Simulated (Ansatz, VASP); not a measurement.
GaN in VASP and in Ansatz

The input INCAR:

```
ALGO = Normal ; EDIFF = 1E-6
ENCUT = 520 ; GGA = PE
ISIF = 2 ; ISMEAR = 0
LASPH = T ; LCHARG = T
LELF = T ; LREAL = F
LVHAR = T ; LWAVE = F
NBANDS = 66 ; NELM = 100
PREC = Accurate ; SIGMA = 0.1
```

Contents of KPOINTS:

```
k-points
0
Gamma
  6 6 2
```

The input POSCAR:

```
GaN
1.0
    3.0110769700      0.0000000000      0.0000000000
   -1.5055384900      2.6076691500      0.0000000000
    0.0000000000      0.0000000000     14.7511913500
Ga N
6 6
Direct
    0.0000000000      0.0000000000      0.1875000000
    0.0000000000      0.0000000000      0.6875000000
    0.3333333300      0.6666666700      0.5208299800
    0.6666666700      0.3333333300      0.0208299800
    0.3333333300      0.6666666700      0.8541700200
    0.6666666700      0.3333333300      0.3541700200
    0.0000000000      0.0000000000      0.3125000000
    0.0000000000      0.0000000000      0.8125000000
    0.3333333300      0.6666666700      0.9791700200
    0.6666666700      0.3333333300      0.4791700200
    0.3333333300      0.6666666700      0.6458299800
    0.6666666700      0.3333333300      0.1458299800
```

Input for Ansatz:

```yaml
crystal:
  lattice:
    - [3.01107697, 0.0, 0.0]
    - [-1.50553849, 2.60766915, 0.0]
    - [0.0, 0.0, 14.75119135]
  atoms:
    - { symbol: Ga, position: [0.0, 0.0, 0.1875] }
    - { symbol: Ga, position: [0.0, 0.0, 0.6875] }
    - { symbol: Ga, position: [0.33333333, 0.66666667, 0.52082998] }
    - { symbol: Ga, position: [0.66666667, 0.33333333, 0.02082998] }
    - { symbol: Ga, position: [0.33333333, 0.66666667, 0.85417002] }
    - { symbol: Ga, position: [0.66666667, 0.33333333, 0.35417002] }
    - { symbol: "N", position: [0.0, 0.0, 0.3125] }
    - { symbol: "N", position: [0.0, 0.0, 0.8125] }
    - { symbol: "N", position: [0.33333333, 0.66666667, 0.97917002] }
    - { symbol: "N", position: [0.66666667, 0.33333333, 0.47917002] }
    - { symbol: "N", position: [0.33333333, 0.66666667, 0.64582998] }
    - { symbol: "N", position: [0.66666667, 0.33333333, 0.14582998] }
basis:
  ecutwfc: 420
kpoints:
  mp_grid: { grid: [6, 6, 2] }
hamiltonian:
  xc: pbe
scf:
  occupations: { method: gaussian, width: 0.1 }
  lower_state_search: "off"
output:
  forces: true
  stress: true
  eigenvalues: true
```

Alike in both runs: task single point; functional PBE; k mesh 6 × 6 × 2; occupations gaussian, width 0.1 eV; no spin polarisation.

```csv
,VASP,Ansatz
version,VASP 6.6.1,Ansatz 0.2.0
potentials or method,"VASP PAW PBE potentials, release 64 (Ga_d, N), cutoff 520 eV","scalar-relativistic, plane waves, PAW"
valence electrons in the cell,108,108
```

VASP gave:

```
gap on the k mesh at the Fermi level (eV) : 2.88
least direct gap on the mesh (eV)         : 2.88
rms of the force components (eV/Å)        : 0.016
```

Q: What did Ansatz give for the same quantities?

A: gap on the k mesh at the Fermi level (eV): 2.86; least direct gap on the mesh (eV): 2.86; rms of the force components (eV/Å): 0.016.

Atom by atom the forces differ by 0.001 eV/Å (rms over components). With one functional, cell and mesh, what is left measures potentials, basis and numerics.
